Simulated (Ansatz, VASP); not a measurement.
Two plane-wave programs on B5Pt

```
B Pt
1.0
     5.64373    0.00000    0.00000
    -2.82187    4.88762    0.00000
     0.00000    0.00000    2.41984
B Pt
5 1
Cartesian
  0.0000 3.2584 1.2099
  2.8219 1.6292 1.2099
  2.8219 0.0000 1.2099
  -1.4109 2.4438 1.2099
  1.4109 2.4438 1.2099
  0.0000 0.0000 0.0000
```

Alike in both runs: functional PBE; k mesh 12 × 12 × 16; occupations gaussian, width 0.1 eV; no spin polarisation.

Ansatz relaxed the structure, and its values are those at the end. VASP's run is a single point on that final structure, the one shown.

|  | VASP | Ansatz |
| --- | --- | --- |
| version | VASP 6.6.1 | Ansatz 0.2.0 |
| potentials or method | VASP PAW PBE potentials, release 64 (B, Pt), cutoff 520 eV | scalar-relativistic, plane waves, PAW |
| valence electrons in the cell | 25 | 33 |

|  | VASP | Ansatz | Ansatz less VASP |
| --- | --- | --- | --- |
| gap on the k mesh at the Fermi level (eV) | none | none | - |
| pressure (GPa) | -0.2 | 0.0 | +0.17 |

A gap of «none» marks a metal or a gap that the smearing closes. VASP's potentials hold 25 valence electrons a cell and Ansatz's 33, so a difference there can come from the potentials and not from the codes.

Spin-orbit coupling is off throughout.
